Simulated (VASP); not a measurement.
The system is GaTe3O2.

```xyz
6
Lattice="5.9716 0.0000 0.0000 0.0000 5.9716 0.0000 0.0000 0.0000 4.2864" Properties=species:S:1:pos:R:3 pbc="T T T"
Ga    0.0000    0.0000    2.7542
Te    2.9858    0.0000    2.7176
Te    0.0000    2.9858    2.7176
Te    2.9858    2.9858    2.0056
O     2.9858    0.0000    0.3545
O     0.0000    2.9858    0.3545
```

The cell was generated, and may not be a known phase.

- Program: VASP 6.6.1
- Task: relaxation of cell and atoms
- Functional: PBE
- Potentials or basis: VASP PAW PBE potentials, release 64 (Ga_d, Te, O)
- Cutoff: 600 eV
- k mesh: 6 × 6 × 10
- Occupations: gaussian, width 0.1 eV
- Spin: no spin polarisation

At the start: pressure -0.1 GPa; volume 25.48 Å³/atom.

Task: How do energy, volume and symmetry change on relaxing?

Result: Over 52 steps the energy falls by 2.3 meV/atom and the volume is 25.29 Å³/atom (-0.7 %); space group P4mm (No. 99, to 0.1 Å) before and after.

Step by step:
```tsv
step	energy change (eV)	largest force (eV/Å)	pressure (GPa)	volume (Å³)
1	0.0000	0.1209	-0.08	152.85
3	-0.0020	0.0697	-0.26	152.39
5	-0.0045	0.0560	-0.07	151.68
7	-0.0065	0.0397	0.35	150.25
9	-0.0095	0.0514	0.21	150.62
11	-0.0104	0.0675	0.12	150.94
13	-0.0112	0.0808	-0.14	151.69
15	-0.0120	0.0354	-0.09	151.93
17	-0.0122	0.0278	-0.07	152.13
19	-0.0124	0.0247	0.01	151.91
21	-0.0125	0.0227	-0.01	151.78
23	-0.0125	0.0219	0.02	151.72
25	-0.0127	0.0199	-0.05	151.77
27	-0.0128	0.0347	-0.09	151.82
29	-0.0129	0.0337	-0.10	151.81
31	-0.0132	0.0285	-0.08	151.76
33	-0.0135	0.0199	0.03	151.56
35	-0.0136	0.0197	0.00	151.61
37	-0.0136	0.0208	0.01	151.61
39	-0.0137	0.0189	0.00	151.59
41	-0.0138	0.0153	0.01	151.53
43	-0.0138	0.0131	0.06	151.47
45	-0.0138	0.0117	0.03	151.50
47	-0.0139	0.0196	0.01	151.54
49	-0.0139	0.0165	-0.03	151.59
51	-0.0140	0.0035	-0.09	151.82
52	-0.0140	0.0079	-0.03	151.73
```

Final structure:
```
Ga Te O
1.0
     6.02930    0.00000    0.00000
     0.00000    6.02930    0.00000
     0.00000    0.00000    4.17398
Ga Te O
1 3 2
Cartesian
  0.0000 0.0000 2.7617
  3.0147 0.0000 2.5541
  0.0000 3.0147 2.5541
  3.0147 3.0147 2.0447
  3.0147 0.0000 0.3517
  0.0000 3.0147 0.3517
```

Caveat: an odd number of electrons without spin polarisation forces a metal; a magnetic or distorted state may lie lower.
